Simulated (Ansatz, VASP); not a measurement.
**One calculation of TiO2, two programs**

Contents of INCAR:

```
PREC     = Accurate       # precision mode
ENCUT    = 520            # plane-wave cutoff, eV
EDIFF    = 1E-6           # SCF threshold, eV
ISMEAR   = 0              # smearing method
SIGMA    = 0.05           # smearing width, eV
LREAL    = False          # projectors in reciprocal space
LASPH    = True           # aspherical terms in the spheres
NELM     = 150            # most SCF steps
ALGO     = Normal         # electronic algorithm
ISIF     = 2              # what is computed and relaxed
LWAVE    = False          # write WAVECAR
LCHARG   = True           # write CHGCAR
LMAXMIX  = 4              # l up to which the mixer works
LDAU     = True           # DFT+U
LDAUTYPE = 2            
LDAUL    = 2 -1           # shell
LDAUU    = 4 0            # U, eV
LDAUJ    = 0 0          
LDAUPRINT= 1            
GGA      = PE             # functional
IVDW     = 12             # dispersion correction
LELF     = True           # ELF
LVHAR    = True         
NBANDS   = 19             # bands
```

File KPOINTS:

```
Automatic mesh
0
Gamma
  9 9 9
```

File POSCAR:

```
TiO2
1.0
    1.5391500000      0.8886286668      5.6001000000
   -1.5391500000      0.8886286668      5.6001000000
    0.0000000000     -1.7772573337      5.6001000000
Ti O
1 2
Direct
    0.0000000000      0.0000000000      0.0000000000
    0.6017580785      0.6017580785      0.6017580785
    0.3982419215      0.3982419215      0.3982419215
```

Input for Ansatz:

```yaml
crystal:
  lattice:
    - [1.53915, 0.8886286668, 5.6001]
    - [-1.53915, 0.8886286668, 5.6001]
    - [0.0, -1.7772573337, 5.6001]
  atoms:
    - { symbol: Ti, position: [0.0, 0.0, 0.0] }
    - { symbol: O, position: [0.6017580785, 0.6017580785, 0.6017580785] }
    - { symbol: O, position: [0.3982419215, 0.3982419215, 0.3982419215] }
basis:
  ecutwfc: 520.0
kpoints:
  mp_grid: { grid: [9, 9, 9] }
hamiltonian:
  xc: pbe
  pseudopotentials: { kind: paw, azcp: { folder: soft_1 } }
  dispersion: d3bj
  hubbard: { sites: [{ species: Ti, l: d, u_eff: 4.0 }] }
scf:
  occupations: { method: gaussian, width: 0.05 }
output:
  forces: true
  stress: true
  eigenvalues: true
  write_density: true
  write_potential: true
  elf: true
  volumetric_format: npy
```

Alike in both runs: task single point; functional PBE; dispersion D3(BJ); k mesh 9 × 9 × 9; occupations gaussian, width 0.05 eV; no spin polarisation; Hubbard terms Ti d U = 4.0 eV.

```csv
,VASP,Ansatz
version,VASP 6.6.1,Ansatz 0.2.0
potentials or method,"VASP PAW PBE potentials, release 64 (Ti_sv, O), cutoff 520 eV","scalar-relativistic, plane waves, PAW"
valence electrons in the cell,24,24
```

```csv
,VASP,Ansatz,Ansatz less VASP
gap on the k mesh at the Fermi level (eV),2.68,2.63,-0.048
least direct gap on the mesh (eV),2.89,2.82,-0.076
pressure (GPa),-16.2,-18.0,-1.84
"traceless stress, the component that is largest in VASP (GPa)",-2.89,-3.10,-0.210
rms of the force components (eV/Å),1.092,1.229,+0.1372
```

The programs project onto different local orbitals, so the same U acts differently, and such runs can settle in different states. Atom by atom the forces differ by 0.137 eV/Å (rms over components).
